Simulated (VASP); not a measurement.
# Ga: single point with PBE

The system is Ga.

```
Ga
1.0
    -1.38440    1.38440    2.31122
     1.38440   -1.38440    2.31122
     1.38440    1.38440   -2.31122
Ga
1
Direct
  0.00000 0.00000 0.00000
```

- Program: VASP 6.6.1
- Task: single point
- Functional: PBE
- Potentials or basis: VASP PAW PBE potentials, release 64 (Ga_d)
- Cutoff: 520 eV
- k mesh: 13 × 13 × 13
- Occupations: gaussian, width 0.025 eV
- Spin: no spin polarisation

| Property | Result |
| --- | --- |
| Pressure | 3.6 GPa |

Stress tensor (GPa, compression positive):
```
3.58 0.00 0.00
0.00 3.58 0.00
0.00 0.00 3.49
```

Levels at points of the mesh, in eV from the Fermi level:
```
           k point  band 4  band 5  band 6  band 7  band 8  band 9
(0.00, 0.00, 0.00)  -14.86  -14.70  -11.49   12.75   13.05   13.05
```

It took 11 s on 1 thread of Intel(R) Xeon(R) 6975P-C (Granite Rapids), with other jobs on the host, peak memory 0.16 GiB.
